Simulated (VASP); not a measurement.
# Ba (Cmmm) in VASP: notebook

The runs below take Ba through single point, relaxation of cell and atoms, with PBE+D3(BJ).

Program: VASP 6.6.1. These are calculated values, not measurements. Logs are shortened: lines on timing, memory, paths and dates and some standing lists are left out, and cuts for length are marked.

### Step 1. The cell of the first run

The typed cell holds 1 atom: a = 4.174 Å, b = 4.174 Å, c = 3.847 Å, α = 90.00°, β = 90.00°, γ = 120.02°.

This isn't the form of Ba at room conditions, which is bcc.

### Step 2. Single point, PBE+D3(BJ)

File INCAR:

```
SYSTEM = Ba
ALGO = Normal
EDIFF = 1E-7
ENCUT = 520
GGA = PE
ISIF = 2
ISMEAR = 0
IVDW = 12
LASPH = .True.
LCHARG = .True.
LELF = .True.
LREAL = .False.
LVHAR = .True.
LWAVE = .False.
NBANDS = 11
NELM = 100
PREC = Accurate
SIGMA = 0.1
```

File KPOINTS:

```
k-points
0
Gamma
  12 12 12
  0 0 0
```

File POSCAR:

```
Ba
1.0
    2.0864346416     -3.6150435848      0.0000000000
    2.0864346416      3.6150435848      0.0000000000
    0.0000000000      0.0000000000      3.8469222850
Ba
1
Direct
    0.0000000000      0.0000000000      0.0000000000
```

Potentials or basis: VASP PAW PBE potentials, release 64 (Ba_sv).

Command:

```sh
> cat potpaw_PBE.64/Ba_sv/POTCAR > POTCAR
> mpirun -np 1 vasp_std > vasp.out
```

OUTCAR:

```text
SYSTEM = Ba
   EDIFF = 1E-7
   ENCUT = 520
   GGA = PE
   ISIF = 2
   ISMEAR = 0
   IVDW = 12
   LASPH = .True.
   LREAL = .False.
   NELM = 100
   PREC = Accurate
 IVDW          = 12

 ion  position               nearest neighbor table
   1  0.000  0.000  0.000-

  LATTYP: Found a base centered orthorhombic cell.
 ALAT       =     4.1728692832
 B/A-ratio  =     1.7326416619
 C/A-ratio  =     0.9218889987

  Lattice vectors:

 A1 = (   2.0864346416,  -3.6150435848,   0.0000000000)
 A2 = (   2.0864346416,   3.6150435848,   0.0000000000)
 A3 = (   0.0000000000,   0.0000000000,   3.8469222850)

Analysis of symmetry for initial positions (statically):
=====================================================================
 Subroutine PRICEL returns:
 Original cell was already a primitive cell.

 Routine SETGRP: Setting up the symmetry group for a
 base centered orthorhombic supercell.

 Subroutine GETGRP returns: Found  8 space group operations
 (whereof  8 operations were pure point group operations)
 out of a pool of  8 trial point group operations.

The static configuration has the point symmetry D_2h.

Analysis of symmetry for dynamics (positions and initial velocities):
=====================================================================
 Subroutine PRICEL returns:
 Original cell was already a primitive cell.

 Routine SETGRP: Setting up the symmetry group for a
 base centered orthorhombic supercell.

 Subroutine GETGRP returns: Found  8 space group operations
 (whereof  8 operations were pure point group operations)
 out of a pool of  8 trial point group operations.

The dynamic configuration has the point symmetry D_2h.

 Subroutine INISYM returns: Found  8 space group operations
 (whereof  8 operations are pure point group operations),
 and found     1 'primitive' translations

----------------------------------------------------------------------------------------

                                     Primitive cell

  volume of cell :      58.0312

  direct lattice vectors                    reciprocal lattice vectors
     2.086434642 -3.615043585  0.000000000     0.239643260 -0.138310919  0.000000000
     2.086434642  3.615043585  0.000000000     0.239643260  0.138310919  0.000000000
     0.000000000  0.000000000  3.846922285     0.000000000  0.000000000  0.259948064

  length of vectors
     4.173936947  4.173936947  3.846922285     0.276692614  0.276692614  0.259948064

  position of ions in fractional coordinates (direct lattice)
     0.000000000  0.000000000  0.000000000

  ion indices of the primitive-cell ions
   primitive index   ion index
                 1           1

----------------------------------------------------------------------------------------

 KPOINTS: k-points

Automatic generation of k-mesh.
 Grid dimensions read from file:
 generate k-points for:   12   12   12

 Generating k-lattice:

  Cartesian coordinates                     Fractional coordinates (reciprocal lattice)
     0.019970272 -0.011525910  0.000000000     0.083333333 -0.000000000  0.000000000
     0.019970272  0.011525910  0.000000000    -0.000000000  0.083333333  0.000000000
     0.000000000  0.000000000  0.021662339     0.000000000  0.000000000  0.083333333

  Length of vectors
     0.023057718  0.023057718  0.021662339

  Shift w.r.t. Gamma in fractional coordinates (k-lattice)
     0.000000000  0.000000000  0.000000000

 Subroutine IBZKPT returns following result:
 ===========================================

 Found    301 irreducible k-points:

 Following reciprocal coordinates:
            Coordinates               Weight
  0.000000  0.000000  0.000000      1.000000
  0.083333 -0.000000  0.000000      4.000000
  0.166667 -0.000000  0.000000      4.000000
  0.250000  0.000000  0.000000      4.000000
  0.333333 -0.000000  0.000000      4.000000
  0.416667 -0.000000  0.000000      4.000000
[... 16 lines left out ...]
  0.500000  0.166667  0.000000      4.000000
 -0.416667  0.166667  0.000000      4.000000
 [... further k-points ...]
   k-points           NKPTS =    301   k-points in BZ     NKDIM =    301   number of bands    NBANDS=     11
   number of dos      NEDOS =    301   number of ions     NIONS =      1
   total plane-waves  NPLWV =  30720
   dimension x,y,z NGX =    32 NGY =   32 NGZ =   30
   dimension x,y,z NGXF=    64 NGYF=   64 NGZF=   60
   ions per type =               1
   NGX,Y,Z   is equivalent  to a cutoff of  12.75, 12.75, 12.96 a.u.
   NGXF,Y,Z  is equivalent  to a cutoff of  25.49, 25.49, 25.93 a.u.
 SYSTEM =  Ba
   PREC   = accura    normal or accurate (medium, high low for compatibility)
   ISTART =      0    job   : 0-new  1-cont  2-samecut
   ICHARG =      2    charge: 1-file 2-atom 10-const
   ISPIN  =      1    spin polarized calculation?
   LNONCOLLINEAR =      F non collinear calculations
   LSORBIT =      F    spin-orbit coupling
   LASPH  =      T    aspherical Exc in radial PAW
   ENCUT  =  520.0 eV  38.22 Ry    6.18 a.u.   7.76  7.76  7.15*2*pi/ulx,y,z
   NELM   =    100;   NELMIN=  2; NELMDL= -5     # of ELM steps
   EDIFF  = 0.1E-06   stopping-criterion for ELM
   LREAL  =      F    real-space projection
   EDIFFG = 0.1E-05   stopping-criterion for IOM
   NSW    =      0    number of steps for IOM
   IBRION =     -1    ionic relax: 0-MD 1-quasi-New 2-CG
   NFREE  =      0    steps in history (QN), initial steepest desc. (CG)
   ISIF   =      2    stress and relaxation
   ISYM   =      2    0-nonsym 1-usesym 2-fastsym
   POTIM  = 0.5000    time-step for ionic-motion
   TEBEG  =    0.0;   TEEND  =   0.0 temperature during run
   PSTRESS=    0.0 pullay stress
   NELECT =      10.0000    total number of electrons
   NUPDOWN=      -1.0000    fix difference up-down
   EMIN   =  10.00;   EMAX   =-10.00  energy-range for DOS
   EFERMI =   0.00;   METHOD = LEGACY
   ISMEAR =     0;   SIGMA  =   0.10  broadening in eV -4-tet -1-fermi 0-gaus
   EFERMI_NEDOS =   21; number of points for ismear=-14 and -15
   IALGO  =     38    algorithm
   IMIX   =      4    mixing-type and parameters
     AMIX     =   0.40;   BMIX     =  1.00
     AMIX_MAG =   1.60;   BMIX_MAG =  1.00
  volume/ion in A,a.u.               =      58.03       391.61
  Fermi-wavevector in a.u.,A,eV,Ry     =   0.911005  1.721550 11.291893  0.829931
  Thomas-Fermi vector in A             =   2.035234
   LORBIT       =      0    0 simple, 1 ext, 2 COOP (PROOUT), +10 PAW based schemes
   GGA     = PE    functional components
   LHFCALC =     F    Hartree Fock is set to
   AEXX    =    0.0000 exact exchange contribution
   IVDW    =    12    specifies the selected vdW correction
   LEPSILON=     F    determine dielectric tensor
   LRPA    =     F    only Hartree local field effects (RPA)
 non-spin polarized calculation
 Gauss-broadening in eV      SIGMA  =   0.10
  energy-cutoff  :      520.00
  volume of cell :       58.03
 maximum number of plane-waves:      1605
   NGX = 15   NGY = 15   NGZ = 15

 number of electron      10.0000001 magnetization

 Free energy of the ion-electron system (eV)
  ---------------------------------------------------
  ext. energy  EPLUGINS =         0.00000000
  ---------------------------------------------------
  free energy    TOTEN  =        -1.72114710 eV

  energy without entropy =       -1.71593903  energy(sigma->0) =       -1.71854306

 E-fermi :   1.9760     XC(G=0):  -7.6672

 val. band max:        1.9708186183   @ k =   0.4167  -0.0000   0.2500
 cond. band min:       1.9963087990   @ k =   0.4167   0.2500   0.0833
 fundamental gap:      0.0254901807
 Fermi energy:         1.9759647253

 k-point     1 :       0.0000    0.0000    0.0000
  band No.  band energies     occupation
      1     -27.0600      2.00000
      2     -11.9189      2.00000
      3     -11.9187      2.00000
      4     -11.8384      2.00000
      5      -0.7860      2.00000
      6       2.0203      0.53096
      7       3.7220      0.00000
      8       3.7261      0.00000
      9       7.1594      0.00000
     10       7.1602      0.00000
     11       8.2333      0.00000

 k-point     2 :       0.0833   -0.0000    0.0000
  band No.  band energies     occupation
      1     -27.0558      2.00000
      2     -11.9665      2.00000
      3     -11.9293      2.00000
      4     -11.8336      2.00000
      5      -0.6530      2.00000
      6       2.0805      0.13946
      7       3.5157      0.00000
      8       3.8557      0.00000
      9       6.8665      0.00000
     10       7.1226      0.00000
     11       8.6441      0.00000

 k-point     3 :       0.1667   -0.0000    0.0000
  band No.  band energies     occupation
      1     -27.0444      2.00000
      2     -12.0937      2.00000
      3     -11.9576      2.00000
      4     -11.8203      2.00000
      5      -0.2871      2.00000
      6       2.2343      0.00026
      7       3.0950      0.00000
      8       4.2462      0.00000
      9       6.2915      0.00000
     10       7.0248      0.00000
     11       9.6479      0.00000

 k-point     4 :       0.2500    0.0000    0.0000
  band No.  band energies     occupation
      1     -27.0287      2.00000
      2     -12.2603      2.00000
      3     -11.9957      2.00000
      4     -11.8021      2.00000
      5       0.2135      2.00000
      6       2.3069      0.00000
      7       2.8741      0.00000
      8       4.8717      0.00000
      9       5.7337      0.00000
     10       6.8985      0.00000
     11       9.2126      0.00000

 k-point     5 :       0.3333   -0.0000    0.0000
  band No.  band energies     occupation
      1     -27.0129      2.00000
      2     -12.4197      2.00000
      3     -12.0333      2.00000
      4     -11.7838      2.00000
      5       0.6779      2.00000
      6       2.2050      0.00120
      7       3.0388      0.00000
      8       5.2981      0.00000
      9       5.6875      0.00000
     10       6.7796      0.00000
     11       8.6006      0.00000
[... 211 lines left out ...]
 k-point    21 :       0.3333    0.1667    0.0000
  band No.  band energies     occupation
      1     -26.9971      2.00000
      2     -12.4929      2.00000
      3     -12.1615      2.00000
      4     -11.7654      2.00000
      5       1.3838      2.00000
      6       2.3154      0.00000
      7       2.9294      0.00000
      8       5.1425      0.00000
      9       6.2599      0.00000
     10       6.6282      0.00000
     11       8.0124      0.00000

 k-point    22 :       0.4167    0.1667    0.0000
  band No.  band energies     occupation
      1     -26.9934      2.00000
      2     -12.5196      2.00000
      3     -12.1794      2.00000
      4     -11.7611      2.00000
      5       1.4435      2.00000
      6       2.4749      0.00000
      7       2.9249      0.00000
      8       5.0830      0.00000
      9       6.1979      0.00000
     10       7.2367      0.00000
     11       7.3664      0.00000

 k-point    23 :       0.5000    0.1667    0.0000
  band No.  band energies     occupation
      1     -26.9971      2.00000
      2     -12.4925      2.00000
      3     -12.1617      2.00000
      4     -11.7654      2.00000
      5       1.3834      2.00000
      6       2.3157      0.00000
      7       2.9297      0.00000
      8       5.1431      0.00000
      9       6.2595      0.00000
     10       6.6299      0.00000
     11       8.0080      0.00000

 k-point    24 :      -0.4167    0.1667    0.0000
  band No.  band energies     occupation
      1     -27.0072      2.00000
      2     -12.4171      2.00000
      3     -12.1133      2.00000
      4     -11.7771      2.00000
      5       1.0594      2.00000
      6       2.2597      0.00006
      7       2.7970      0.00000
      8       5.3189      0.00000
      9       5.9840      0.00000
     10       6.4309      0.00000
     11       8.4772      0.00000

 [... further k-points ...]

------------------------ aborting loop because EDIFF is reached ----------------------------------------

 Edisp (eV)   -0.21838

 E8    (eV) :    -0.1263

  FORCE on cell =-STRESS in cart. coord.  units (eV):
  Direction    XX          YY          ZZ          XY          YZ          ZX
  --------------------------------------------------------------------------------------
  -------------------------------------------------------------------------------------
  Total       0.02866     0.02645     0.07130    -0.00000     0.00000     0.00000
  in kB       0.79127     0.73030     1.96847    -0.00000     0.00000     0.00000
  external pressure =        1.16 kB  Pullay stress =        0.00 kB

 VOLUME and BASIS-vectors are now :
 -----------------------------------------------------------------------------
  energy-cutoff  :      520.00
  volume of cell :       58.03
      direct lattice vectors                 reciprocal lattice vectors
     2.086434642 -3.615043585  0.000000000     0.239643260 -0.138310919  0.000000000
     2.086434642  3.615043585  0.000000000     0.239643260  0.138310919  0.000000000
     0.000000000  0.000000000  3.846922285     0.000000000  0.000000000  0.259948064

 POSITION                                       TOTAL-FORCE (eV/Angst)
 -----------------------------------------------------------------------------------
      0.00000      0.00000      0.00000         0.000000      0.000000      0.000000
 -----------------------------------------------------------------------------------
    total drift:                                0.000000     -0.000000     -0.000000

  FREE ENERGIE OF THE ION-ELECTRON SYSTEM (eV)
  ---------------------------------------------------
  free  energy   TOTEN  =        -1.9395256821 eV

  energy  without entropy=       -1.9343176118  energy(sigma->0) =       -1.93692165
```

It took 50 s on 1 thread of Intel Xeon 6975P-C (Granite Rapids), shared host; peak memory 0.33 GiB.

Results:

- Free energy: -1.9395 eV
- Pressure: 0.1 GPa
- Band gap on the k mesh: zero (bands 5 and 6 overlap by 0.66 eV)
- Dispersion energy per atom: -0.218 eV

Stress tensor (GPa, compression positive):
```
0.08 0.00 0.00
0.00 0.07 0.00
0.00 0.00 0.20
```

Caveat: spin-orbit coupling is left out, which moves the levels of the heavy elements.

### Step 3. Relaxation of cell and atoms, PBE+D3(BJ)

File INCAR:

```
SYSTEM = Ba
PREC = Accurate ; ENCUT = 600
EDIFF = 1E-6 ; ISMEAR = 0
SIGMA = 0.1 ; LREAL = .False.
LASPH = .True. ; NELM = 100
ALGO = Normal ; ISIF = 3
LWAVE = .False. ; LCHARG = .False.
GGA = PE ; IVDW = 12
IBRION = 2 ; NSW = 100
EDIFFG = -0.005
```

File KPOINTS:

```
regular mesh
0
Gamma
  12 12 12
  0 0 0
```

POSCAR is that of step 2.

Potentials or basis: VASP PAW PBE potentials, release 64 (Ba_sv).

Command:

```sh
> cat potpaw_PBE.64/Ba_sv/POTCAR > POTCAR
> mpirun -np 1 vasp_std > vasp.out
```

Wall time 2.4 min (1 thread of Intel Xeon 6975P-C (Granite Rapids), shared host); peak memory 0.37 GiB.

Results (log left out):

* Free energy: -1.9399 eV
* Relaxed volume: 58.76 Å³/atom
* Relaxed cell: a = 4.187 Å, b = 4.187 Å, c = 3.871 Å, α = 90.00°, β = 90.00°, γ = 120.00°
* Space group after relaxing (to 0.1 Å): P6/mmm (No. 191)
* Energy gained by relaxing: 0.3 meV/atom
* Ionic steps: 6
* Pressure after relaxing: 0.0 GPa
* Band gap on the k mesh: zero (bands 5 and 6 overlap by 0.64 eV)
* Dispersion energy per atom: -0.216 eV

Step by step:
| step | energy change (eV) | largest force (eV/Å) | pressure (GPa) | volume (Å³) |
| --- | --- | --- | --- | --- |
| 1 | 0.0000 | 0.0000 | 0.11 | 58.03 |
| 2 | -0.0002 | 0.0000 | 0.06 | 58.38 |
| 3 | -0.0003 | 0.0000 | 0.02 | 58.65 |
| 4 | -0.0003 | 0.0000 | 0.01 | 58.69 |
| 5 | -0.0003 | 0.0000 | 0.01 | 58.70 |
| 6 | -0.0003 | 0.0000 | 0.00 | 58.76 |

Final structure:
```xyz
1
Lattice="2.0932 -3.6258 0.0000 2.0932 3.6258 0.0000 0.0000 0.0000 3.8710" Properties=species:S:1:pos:R:3 pbc="T T T"
Ba    2.0932   -3.6258    0.0000
```

Levels at points of the mesh, in eV from the Fermi level:
| k point | band 1 | band 2 | band 3 | band 4 | band 5 | band 6 | band 7 | band 8 | band 9 |
| --- | --- | --- | --- | --- | --- | --- | --- | --- | --- |
| (0.00, 0.00, 0.00) | -29.05 | -13.91 | -13.91 | -13.84 | -2.76 | 0.05 | 1.74 | 1.74 | 5.12 |
| (0.50, 0.00, 0.00) | -28.99 | -14.55 | -14.06 | -13.77 | -1.01 | 0.45 | 1.17 | 2.91 | 4.63 |
| (0.50, 0.50, 0.00) | -28.99 | -14.55 | -14.06 | -13.77 | -1.01 | 0.45 | 1.17 | 2.91 | 4.63 |
| (0.00, 0.00, 0.50) | -28.97 | -14.68 | -13.83 | -13.83 | -0.83 | 0.76 | 2.33 | 2.34 | 2.80 |
| (0.50, 0.00, 0.50) | -28.91 | -14.55 | -14.43 | -13.97 | -0.97 | 0.14 | 1.94 | 3.53 | 4.02 |
| (0.50, 0.50, 0.50) | -28.91 | -14.55 | -14.42 | -13.97 | -0.97 | 0.14 | 1.94 | 3.53 | 4.02 |

Caveat: spin-orbit coupling is left out, which moves the levels of the heavy elements.

### Step 4. Single point, PBE+D3(BJ)

File INCAR:

```
ALGO = Normal
EDIFF = 1E-6
ENCUT = 520
GGA = PE
ISIF = 2
ISMEAR = 0
IVDW = 12
LASPH = T
LCHARG = F
LREAL = F
LWAVE = F
NBANDS = 11
NELM = 100
PREC = Accurate
SIGMA = 0.1
```

File KPOINTS:

```
k-points
0
Gamma
  12 12 8
```

POSCAR is that of step 3.

Command:

```sh
> cat potpaw_PBE.64/Ba_sv/POTCAR > POTCAR
> mpirun -np 1 vasp_std > vasp.out
```

It took 32 s on 1 thread of Intel Xeon 6975P-C (Granite Rapids), shared host; peak memory 0.28 GiB.

Results (log left out):

| Quantity | Value |
| --- | --- |
| Free energy | -1.9362 eV |
| Pressure | 0.1 GPa |
| Band gap on the k mesh | zero (bands 5 and 6 overlap by 0.64 eV) |
| Dispersion energy per atom | -0.218 eV |

Stress tensor (GPa, compression positive):
```
0.11 0.00 0.00
0.00 0.10 0.00
0.00 0.00 0.18
```

Levels at points of the mesh, in eV from the Fermi level:
| k point | band 3 | band 4 | band 5 | band 6 | band 7 | band 8 |
| --- | --- | --- | --- | --- | --- | --- |
| (0.00, 0.00, 0.00) | -13.90 | -13.82 | -2.76 | 0.04 | 1.74 | 1.75 |
| (0.50, 0.00, 0.00) | -14.05 | -13.74 | -1.02 | 0.45 | 1.20 | 2.95 |
| (0.50, 0.50, 0.00) | -14.05 | -13.74 | -1.02 | 0.45 | 1.20 | 2.95 |
| (0.00, 0.00, 0.50) | -13.81 | -13.81 | -0.82 | 0.79 | 2.35 | 2.36 |
| (0.50, 0.00, 0.50) | -14.42 | -13.96 | -1.00 | 0.15 | 1.93 | 3.57 |
| (0.50, 0.50, 0.50) | -14.42 | -13.96 | -1.00 | 0.15 | 1.94 | 3.57 |

Caveat: spin-orbit coupling is left out, which moves the levels of the heavy elements.

### Step 5. The runs side by side

```csv
task,cell,k mesh,cutoff (eV),gap on the mesh (eV),pressure (GPa)
single point,"a = 4.174, b = 4.174, c = 3.847 Å, angles 90.0, 90.0, 120.0°, 1 atom",12 × 12 × 12,520,none,0.1
relaxation of cell and atoms,"relaxed from a = 4.174, b = 4.174, c = 3.847 Å, angles 90.0, 90.0, 120.0°, 1 atom",12 × 12 × 12,600,none,0.0
single point,"a = 4.174, b = 4.174, c = 3.847 Å, angles 90.0, 90.0, 120.0°, 1 atom",12 × 12 × 8,520,none,0.1
```

Alike in all rows: level PBE+D3(BJ); potentials or basis VASP PAW PBE potentials, release 64 (Ba_sv); no spin polarisation; smearing gaussian 0.1 eV.

Caveats: spin-orbit coupling is left out, which moves the levels of the heavy elements.

Absolute energies hang on the potentials; compare differences alone.

The gap in the log of VASP goes by the Fermi energy; the results here count the filled bands.